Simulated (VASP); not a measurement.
Runs of VASP 6.6.1 on AlCo (rocksalt type). The structure is that of space group Fm-3m (No. 225), or close to it. The cells are those of the table. 

```tsv
task	cell	cutoff (eV)	gap on the mesh (eV)	pressure (GPa)
single point	a = 3.308 Å, angles 60.0°, 2 atoms	520	none	9.9
relaxation of cell and atoms	relaxed to 10 GPa from a = 3.308 Å, angles 60.0°, 2 atoms	600	none	10.0
single point	a = 3.388 Å, angles 60.0°, 2 atoms	520	none	(a)
relaxation of cell and atoms	relaxed from a = 3.414 Å, angles 60.0°, 2 atoms	600	none	0.0
relaxation of cell and atoms	relaxed to 10 GPa from a = 3.307 Å, angles 60.0°, 2 atoms	600	none	10.0
single point	a = 3.307 Å, angles 60.0°, 2 atoms	520	none	10.0
```

Alike in all rows: level PBE; potentials or basis VASP PAW PBE potentials, release 64 (Co, Al); no spin polarisation; k mesh 14 × 14 × 14; smearing fermi-dirac 0.1 eV.

Problem. Fill in the values left out.

Solution. (a) -0.1.

Caveats: the relaxation stopped at its first step, so nothing moved (some runs); the cell is relaxed towards a set pressure, so the enthalpy falls and the energy may rise (some runs).

A gap of «none» marks levels without a gap at the run's occupations.
